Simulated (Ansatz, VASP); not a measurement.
## Two plane-wave programs on Ti

```xyz
2
Lattice="2.9500 0.0000 0.0000 -1.4750 2.5548 0.0000 0.0000 0.0000 4.7329" Properties=species:S:1:pos:R:3 pbc="T T T"
Ti    0.0000    1.7032    1.1832
Ti    1.4750    0.8516    3.5496
```

Change from the starting cell: strain +0.0100 x Voigt [0, 0, 1, 0, 0, 0], atoms carried along.

Alike in both runs: task single point; functional LDA; k mesh 18 × 18 × 10; occupations gaussian, width 0.15 eV; no spin polarisation.

|  | VASP | Ansatz |
| --- | --- | --- |
| version | VASP 6.6.1 | Ansatz 0.2.0 |
| potentials or method | VASP PAW LDA potentials, release 64 (Ti_sv), cutoff 520 eV | scalar-relativistic, plane waves, PAW |
| valence electrons in the cell | 24 | 24 |

|  | VASP | Ansatz | Ansatz less VASP |
| --- | --- | --- | --- |
| gap on the k mesh at the Fermi level (eV) | none | none | - |
| pressure (GPa) | -11.1 | -10.8 | +0.26 |
| traceless stress, the component that is largest in VASP (GPa) | -1.03 | -1.04 | -0.015 |

LDA's correlation is that of Perdew and Zunger in VASP and of Perdew and Wang (1992) in Ansatz. A gap of «none» marks a metal or a gap that the smearing closes.
